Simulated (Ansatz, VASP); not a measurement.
## One calculation of InSe, two programs

Contents of INCAR:

```
SYSTEM = InSe
PREC = Accurate
ENCUT = 520
EDIFF = 1E-6
ISMEAR = -1
SIGMA = 0.05
LREAL = .FALSE.
LASPH = .TRUE.
NELM = 80
ALGO = Normal
ISIF = 2
LWAVE = .FALSE.
LCHARG = .TRUE.
LELF = .TRUE.
LVHAR = .TRUE.
NBANDS = 27
```

The input KPOINTS:

```
regular mesh
0
G
  8 8 8
  0 0 0
```

File POSCAR:

```
InSe
1.0
    1.9591722174      1.1311286071      8.2677067576
   -1.9591722174      1.1311286071      8.2677067576
    0.0000000000     -2.2622572143      8.2677067576
In Se
2 2
Direct
    0.8886000000      0.8886000000      0.8886000000
    0.0000000000      0.0000000000      0.0000000000
    0.1719000000      0.1719000000      0.1719000000
    0.3835000000      0.3835000000      0.3835000000
```

The input input.yaml:

```yaml
crystal:
  lattice:
    - [1.9591722174, 1.1311286071, 8.2677067576]
    - [-1.9591722174, 1.1311286071, 8.2677067576]
    - [0.0, -2.2622572143, 8.2677067576]
  atoms:
    - { symbol: In, position: [0.8886, 0.8886, 0.8886] }
    - { symbol: In, position: [0.0, 0.0, 0.0] }
    - { symbol: Se, position: [0.1719, 0.1719, 0.1719] }
    - { symbol: Se, position: [0.3835, 0.3835, 0.3835] }
kpoints:
  mp_grid: { grid: [8, 8, 8] }
scf:
  occupations: { method: fermi_dirac, width: 0.05 }
hamiltonian:
  xc: lda
  pseudopotentials: { kind: all_electron, lapw: { basis_error: 0.002 } }
output:
  forces: true
  stress: true
  eigenvalues: true
```

Change from the starting cell: volume scaled by 0.94.

Alike in both runs: task single point; functional LDA; k mesh 8 × 8 × 8; occupations fermi-dirac, width 0.05 eV; no spin polarisation.

|  | VASP | Ansatz |
| --- | --- | --- |
| version | VASP 6.6.1 | Ansatz 0.2.0 |
| potentials or method | VASP PAW LDA potentials, release 64 (In_d, Se), cutoff 520 eV | all-electron LAPW, scalar-relativistic |

|  | VASP | Ansatz | Ansatz less VASP |
| --- | --- | --- | --- |
| gap on the k mesh at the Fermi level (eV) | 0.40 | 0.39 | -0.010 |
| least direct gap on the mesh (eV) | 0.40 | 0.39 | -0.010 |
| pressure (GPa) | 2.1 | 2.0 | -0.16 |
| traceless stress, the component that is largest in VASP (GPa) | -1.12 | -1.13 | -0.010 |
| rms of the force components (eV/Å) | 0.281 | 0.268 | -0.0138 |

LDA's correlation is that of Perdew and Zunger in VASP and of Perdew and Wang (1992) in Ansatz. Atom by atom the forces differ by 0.015 eV/Å (rms over components). Ansatz ran all-electron here, and VASP with PAW potentials.
